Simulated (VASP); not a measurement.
# Si (Fd-3m) in VASP: a series of runs

Si is run at these levels: PBEsol; tasks: single point.

All numbers are computed with VASP 6.6.1; they aren't measurements. Logs are shortened: lines on timing, memory, paths and dates and some standing lists are left out, and cuts for length are marked.

### 1 The cell of the first run

It takes space group Fd-3m (No. 227, cubic). The conventional cell has a = 5.044 Å, b = 5.044 Å, c = 5.044 Å, α = 90.00°, β = 90.00°, γ = 90.00°. Si (site symmetry -43m) has 4 Si at 2.18 Å within 2.9 Å.

### 2 Single point, PBEsol (volume scaled by 0.8)

Contents of INCAR:

```
SYSTEM = Si
  PREC = Accurate
  ENCUT = 520
  EDIFF = 1E-6
  ISMEAR = -1
  SIGMA = 0.08
  LREAL = .FALSE.
  LASPH = .TRUE.
  NELM = 60
  ALGO = Normal
  ISIF = 2
  LWAVE = .FALSE.
  LCHARG = .TRUE.
  GGA = PS
  LELF = .TRUE.
  LVHAR = .TRUE.
  NBANDS = 11
```

Contents of KPOINTS:

```
regular mesh
0
G
  12 12 12
  0 0 0
```

Contents of POSCAR:

```
Si
1.0
    0.0000000000      2.5218192686      2.5218192686
    2.5218192686      0.0000000000      2.5218192686
    2.5218192686      2.5218192686      0.0000000000
Si
2
Direct
   -0.1250000000     -0.1250000000     -0.1250000000
    0.1250000000      0.1250000000      0.1250000000
```

Potentials or basis: VASP PAW PBE potentials, release 64 (Si).

Started as:

```bash
$ cat potpaw_PBE.64/Si/POTCAR > POTCAR
$ mpirun -np 1 vasp_std > vasp.out
```

OUTCAR:

```text
SYSTEM = Si
   PREC = Accurate
   ENCUT = 520
   EDIFF = 1E-6
   ISMEAR = -1
   LREAL = .FALSE.
   LASPH = .TRUE.
   NELM = 60
   ISIF = 2
   GGA = PS

 ion  position               nearest neighbor table
   1  0.875  0.875  0.875-   2 2.18   2 2.18   2 2.18   2 2.18
   2  0.125  0.125  0.125-   1 2.18   1 2.18   1 2.18   1 2.18

  LATTYP: Found a face centered cubic cell.
 ALAT       =     5.0436385372

  Lattice vectors:

 A1 = (   0.0000000000,   2.5218192686,   2.5218192686)
 A2 = (   2.5218192686,   0.0000000000,   2.5218192686)
 A3 = (   2.5218192686,   2.5218192686,   0.0000000000)

Analysis of symmetry for initial positions (statically):
=====================================================================
 Subroutine PRICEL returns:
 Original cell was already a primitive cell.

 Routine SETGRP: Setting up the symmetry group for a
 face centered cubic supercell.

 Subroutine GETGRP returns: Found 48 space group operations
 (whereof 12 operations were pure point group operations)
 out of a pool of 48 trial point group operations.

The static configuration has the point symmetry D_3d.
 The point group associated with its full space group is O_h .

Analysis of symmetry for dynamics (positions and initial velocities):
=====================================================================
 Subroutine PRICEL returns:
 Original cell was already a primitive cell.

 Routine SETGRP: Setting up the symmetry group for a
 face centered cubic supercell.

 Subroutine GETGRP returns: Found 48 space group operations
 (whereof 12 operations were pure point group operations)
 out of a pool of 48 trial point group operations.

The dynamic configuration has the point symmetry D_3d.
 The point group associated with its full space group is O_h .

 Subroutine INISYM returns: Found 48 space group operations
 (whereof 12 operations are pure point group operations),
 and found     1 'primitive' translations

----------------------------------------------------------------------------------------

                                     Primitive cell

  volume of cell :      32.0754

  direct lattice vectors                    reciprocal lattice vectors
     0.000000000  2.521819269  2.521819269    -0.198269561  0.198269561  0.198269561
     2.521819269  0.000000000  2.521819269     0.198269561 -0.198269561  0.198269561
     2.521819269  2.521819269  0.000000000     0.198269561  0.198269561 -0.198269561

  length of vectors
     3.566391012  3.566391012  3.566391012     0.343412954  0.343412954  0.343412954

  position of ions in fractional coordinates (direct lattice)
     0.875000000  0.875000000  0.875000000
     0.125000000  0.125000000  0.125000000

  ion indices of the primitive-cell ions
   primitive index   ion index
                 1           1
                 2           2

----------------------------------------------------------------------------------------

 KPOINTS: regular mesh

Automatic generation of k-mesh.
 Grid dimensions read from file:
 generate k-points for:   12   12   12

 Generating k-lattice:

  Cartesian coordinates                     Fractional coordinates (reciprocal lattice)
    -0.016522463  0.016522463  0.016522463     0.083333333  0.000000000  0.000000000
     0.016522463 -0.016522463  0.016522463     0.000000000  0.083333333  0.000000000
     0.016522463  0.016522463 -0.016522463     0.000000000  0.000000000  0.083333333

  Length of vectors
     0.028617746  0.028617746  0.028617746

  Shift w.r.t. Gamma in fractional coordinates (k-lattice)
     0.000000000  0.000000000  0.000000000

 Subroutine IBZKPT returns following result:
 ===========================================

 Found     72 irreducible k-points:

 Following reciprocal coordinates:
            Coordinates               Weight
  0.000000  0.000000  0.000000      1.000000
  0.083333  0.000000  0.000000      8.000000
  0.166667  0.000000  0.000000      8.000000
  0.250000  0.000000  0.000000      8.000000
  0.333333  0.000000  0.000000      8.000000
  0.416667  0.000000  0.000000      8.000000
[... 16 lines left out ...]
  0.500000  0.166667  0.000000     24.000000
 -0.416667  0.166667  0.000000     24.000000
 [... further k-points ...]
   k-points           NKPTS =     72   k-points in BZ     NKDIM =     72   number of bands    NBANDS=     11
   number of dos      NEDOS =    301   number of ions     NIONS =      2
   total plane-waves  NPLWV =  21952
   dimension x,y,z NGX =    28 NGY =   28 NGZ =   28
   dimension x,y,z NGXF=    56 NGYF=   56 NGZF=   56
   ions per type =               2
   NGX,Y,Z   is equivalent  to a cutoff of  13.05, 13.05, 13.05 a.u.
   NGXF,Y,Z  is equivalent  to a cutoff of  26.10, 26.10, 26.10 a.u.
 SYSTEM =  Si
   PREC   = accura    normal or accurate (medium, high low for compatibility)
   ISTART =      0    job   : 0-new  1-cont  2-samecut
   ICHARG =      2    charge: 1-file 2-atom 10-const
   ISPIN  =      1    spin polarized calculation?
   LNONCOLLINEAR =      F non collinear calculations
   LSORBIT =      F    spin-orbit coupling
   LASPH  =      T    aspherical Exc in radial PAW
   ENCUT  =  520.0 eV  38.22 Ry    6.18 a.u.   6.63  6.63  6.63*2*pi/ulx,y,z
   NELM   =     60;   NELMIN=  2; NELMDL= -5     # of ELM steps
   EDIFF  = 0.1E-05   stopping-criterion for ELM
   LREAL  =      F    real-space projection
   EDIFFG = 0.1E-04   stopping-criterion for IOM
   NSW    =      0    number of steps for IOM
   IBRION =     -1    ionic relax: 0-MD 1-quasi-New 2-CG
   NFREE  =      0    steps in history (QN), initial steepest desc. (CG)
   ISIF   =      2    stress and relaxation
   ISYM   =      2    0-nonsym 1-usesym 2-fastsym
   POTIM  = 0.5000    time-step for ionic-motion
   TEBEG  =    0.0;   TEEND  =   0.0 temperature during run
   PSTRESS=    0.0 pullay stress
   NELECT =       8.0000    total number of electrons
   NUPDOWN=      -1.0000    fix difference up-down
   EMIN   =  10.00;   EMAX   =-10.00  energy-range for DOS
   EFERMI =   0.00;   METHOD = LEGACY
   ISMEAR =    -1;   SIGMA  =   0.08  broadening in eV -4-tet -1-fermi 0-gaus
   EFERMI_NEDOS =   21; number of points for ismear=-14 and -15
   IALGO  =     38    algorithm
   IMIX   =      4    mixing-type and parameters
     AMIX     =   0.40;   BMIX     =  1.00
     AMIX_MAG =   1.60;   BMIX_MAG =  1.00
  volume/ion in A,a.u.               =      16.04       108.23
  Fermi-wavevector in a.u.,A,eV,Ry     =   1.030499  1.947361 14.448408  1.061928
  Thomas-Fermi vector in A             =   2.164600
   LORBIT       =      0    0 simple, 1 ext, 2 COOP (PROOUT), +10 PAW based schemes
   GGA     = PS    functional components
   LHFCALC =     F    Hartree Fock is set to
   AEXX    =    0.0000 exact exchange contribution
   IVDW    =     0    specifies the selected vdW correction
   LEPSILON=     F    determine dielectric tensor
   LRPA    =     F    only Hartree local field effects (RPA)
 non-spin polarized calculation
  energy-cutoff  :      520.00
  volume of cell :       32.08
 maximum number of plane-waves:       886
   NGX = 13   NGY = 13   NGZ = 13

 number of electron       8.0000000 magnetization

 Free energy of the ion-electron system (eV)
  ---------------------------------------------------
  ext. energy  EPLUGINS =         0.00000000
  ---------------------------------------------------
  free energy    TOTEN  =       -10.79792285 eV

  energy without entropy =      -10.79474962  energy(sigma->0) =      -10.79633623

 E-fermi :   8.2479     XC(G=0): -10.4299

 val. band max:        8.1606598532   @ k =  -0.0833   0.0833   0.0000
 cond. band min:       8.2589302404   @ k =   0.4167   0.4167   0.0000
 fundamental gap:      0.0982703872
 Fermi energy:         8.2479374969

 k-point     1 :       0.0000    0.0000    0.0000
  band No.  band energies     occupation
      1      -5.4008      2.00000
      2       8.2735      0.84162
      3       8.2735      0.84162
      4       8.2735      0.84162
      5      10.8485      0.00000
      6      10.8485      0.00000
      7      10.8485      0.00000
      8      14.2942      0.00000
      9      16.0409      0.00000
     10      16.0409      0.00000
     11      16.9785      0.00000

 k-point     2 :       0.0833    0.0000    0.0000
  band No.  band energies     occupation
      1      -5.2909      2.00000
      2       7.3370      1.99998
      3       8.0895      1.75759
      4       8.0895      1.75759
      5      11.1099      0.00000
      6      11.1181      0.00000
      7      11.1181      0.00000
      8      14.7545      0.00000
      9      15.7045      0.00000
     10      15.7045      0.00000
     11      17.4376      0.00000

 k-point     3 :       0.1667    0.0000    0.0000
  band No.  band energies     occupation
      1      -4.9638      2.00000
      2       5.6067      2.00000
      3       7.7169      1.99738
      4       7.7169      1.99738
      5      11.1407      0.00000
      6      11.6319      0.00000
      7      11.6319      0.00000
      8      15.2607      0.00000
      9      15.2607      0.00000
     10      15.8680      0.00000
     11      18.1716      0.00000
[... 267 lines left out ...]
 k-point    23 :       0.5000    0.1667    0.0000
  band No.  band energies     occupation
      1      -2.2821      2.00000
      2       0.6370      2.00000
      3       5.0043      2.00000
      4       6.1048      2.00000
      5      10.0788      0.00000
      6      12.9227      0.00000
      7      12.9574      0.00000
      8      15.3016      0.00000
      9      18.2877      0.00000
     10      19.4172      0.00000
     11      21.3949      0.00000

 k-point    24 :      -0.4167    0.1667    0.0000
  band No.  band energies     occupation
      1      -2.1125      2.00000
      2       0.4110      2.00000
      3       4.7197      2.00000
      4       6.3453      2.00000
      5      10.3135      0.00000
      6      12.6746      0.00000
      7      12.8559      0.00000
      8      17.0664      0.00000
      9      17.5484      0.00000
     10      17.6836      0.00000
     11      20.5505      0.00000

 [... further k-points ...]

------------------------ aborting loop because EDIFF is reached ----------------------------------------

  FORCE on cell =-STRESS in cart. coord.  units (eV):
  Direction    XX          YY          ZZ          XY          YZ          ZX
  --------------------------------------------------------------------------------------
  -------------------------------------------------------------------------------------
  Total        6.6654772      6.6654772      6.6654772     -0.0000000     -0.0000000     -0.0000000
  in kB      332.9430510    332.9430510    332.9430510     -0.0000000     -0.0000000     -0.0000000
  external PRESSURE =     332.9430510 kB  Pullay stress =       0.0000000 kB

 VOLUME and BASIS-vectors are now :
 -----------------------------------------------------------------------------
  energy-cutoff  :      520.00
  volume of cell :       32.08
      direct lattice vectors                 reciprocal lattice vectors
     0.000000000  2.521819269  2.521819269    -0.198269561  0.198269561  0.198269561
     2.521819269  0.000000000  2.521819269     0.198269561 -0.198269561  0.198269561
     2.521819269  2.521819269  0.000000000     0.198269561  0.198269561 -0.198269561

 POSITION                                       TOTAL-FORCE (eV/Angst)
 -----------------------------------------------------------------------------------
      4.41318      4.41318      4.41318         0.000000     -0.000000     -0.000000
      0.63045      0.63045      0.63045        -0.000000      0.000000      0.000000
 -----------------------------------------------------------------------------------
    total drift:                               -0.000000     -0.000000     -0.000000

  FREE ENERGIE OF THE ION-ELECTRON SYSTEM (eV)
  ---------------------------------------------------
  free  energy   TOTEN  =       -10.7979228507 eV

  energy  without entropy=      -10.7947496163  energy(sigma->0) =      -10.79633623
```

Wall time 18 s (1 thread of AMD EPYC 7R13 (Zen 3), shared host); peak memory 0.12 GiB.

What came out:

```
Free energy            : -10.7979 eV
Pressure               : 33.3 GPa
Band gap on the k mesh : zero (band 4 reaches 8.27 eV, above the bottom of band 5 at 8.26 eV)
```

Caveat: the PAW data sets were made with another functional, which shifts forces and pressure a little.

### 3 Single point, PBEsol (volume scaled by 0.88)

Contents of INCAR:

```
SYSTEM = Si
PREC = Accurate ; ENCUT = 520
EDIFF = 1E-6 ; ISMEAR = -1
SIGMA = 0.08 ; LREAL = .FALSE.
LASPH = .TRUE. ; NELM = 100
ALGO = Normal ; ISIF = 2
LWAVE = .FALSE. ; LCHARG = .TRUE.
GGA = PS ; LELF = .TRUE.
LVHAR = .TRUE. ; NBANDS = 11
```

Contents of KPOINTS:

```
Automatic mesh
0
G
  12 12 12
  0 0 0
```

Contents of POSCAR:

```
Si
1.0
    0.0000000000      2.6032238857      2.6032238857
    2.6032238857      0.0000000000      2.6032238857
    2.6032238857      2.6032238857      0.0000000000
Si
2
Direct
   -0.1250000000     -0.1250000000     -0.1250000000
    0.1250000000      0.1250000000      0.1250000000
```

Potentials or basis: VASP PAW PBE potentials, release 64 (Si).

Started as:

```bash
$ cat potpaw_PBE.64/Si/POTCAR > POTCAR
$ mpirun -np 1 vasp_std > vasp.out
```

Run time: 19 s. Hardware: 1 thread of AMD EPYC 7R13 (Zen 3), shared host; peak memory 0.13 GiB.

The run converged. Its results:

| Item | Value |
| --- | --- |
| Free energy | -11.2777 eV |
| Pressure | 15.8 GPa |
| Band gap on the k mesh | 0.21 eV, indirect (least direct gap 2.56 eV) |

Levels at points of the mesh, in eV from the valence-band top:
```
           k point  band 1  band 2  band 3  band 4  band 5  band 6  band 7  band 8  band 9
(0.00, 0.00, 0.00)  -12.91    0.00    0.00    0.00    2.56    2.56    2.56    4.83    7.74
(0.50, 0.00, 0.00)  -10.22   -7.67   -1.31   -1.31    1.92    3.19    3.19    7.66   10.84
(0.50, 0.50, 0.00)   -8.27   -8.27   -3.22   -3.22    0.31    0.31   11.18   11.18   11.34
```

Caveat: the PAW data sets were made with another functional, which shifts forces and pressure a little.

### 4 Single point, PBEsol (volume scaled by 0.94)

Contents of INCAR:

```
SYSTEM = Si
PREC = Accurate
ENCUT = 520
EDIFF = 1E-6
ISMEAR = -1
SIGMA = 0.08
LREAL = .False.
LASPH = .True.
NELM = 80
ALGO = Normal
ISIF = 2
LWAVE = .False.
LCHARG = .False.
GGA = PS
NBANDS = 11
```

Contents of KPOINTS:

```
Automatic mesh
0
Gamma
  12 12 12
  0 0 0
```

Contents of POSCAR:

```
Si
1.0
    0.0000000000      2.6610921527      2.6610921527
    2.6610921527      0.0000000000      2.6610921527
    2.6610921527      2.6610921527      0.0000000000
Si
2
Direct
   -0.1250000000     -0.1250000000     -0.1250000000
    0.1250000000      0.1250000000      0.1250000000
```

Started as:

```bash
$ cat potpaw_PBE.64/Si/POTCAR > POTCAR
$ mpirun -np 1 vasp_std > vasp.out
```

Wall time 21 s (1 thread of AMD EPYC 7R13 (Zen 3), shared host); peak memory 0.13 GiB.

The run converged. Its results:

```yaml
Free_energy: -11.4440 eV
Pressure: 6.8 GPa
Band_gap_on_the_k_mesh: 0.34 eV, indirect (least direct gap 2.54 eV)
```

Levels at points of the mesh, in eV from the valence-band top:
```csv
k point,band 1,band 2,band 3,band 4,band 5,band 6,band 7,band 8,band 9
"(0.00, 0.00, 0.00)",-12.42,0.00,0.00,0.00,2.54,2.54,2.54,4.03,7.72
"(0.50, 0.00, 0.00)",-9.91,-7.31,-1.26,-1.26,1.68,3.24,3.24,7.59,10.67
"(0.50, 0.50, 0.00)",-8.03,-8.03,-3.04,-3.04,0.46,0.46,10.59,10.59,11.13
```

Caveat: the PAW data sets were made with another functional, which shifts forces and pressure a little.

### 5 Overview

```tsv
cell	gap on the mesh (eV)	pressure (GPa)
a = 3.566 Å, angles 60.0°, 2 atoms	none	33.3
a = 3.682 Å, angles 60.0°, 2 atoms	0.21	15.8
a = 3.763 Å, angles 60.0°, 2 atoms	0.34	6.8
```

Alike in all rows: task single point; level PBEsol; potentials or basis VASP PAW PBE potentials, release 64 (Si); no spin polarisation; k mesh 12 × 12 × 12; cutoff (eV) 520; smearing fermi-dirac 0.08 eV.

Caveats: the PAW data sets were made with another functional, which shifts forces and pressure a little.

Total energies depend on the potentials used, so only differences within one code and one set of settings carry meaning.
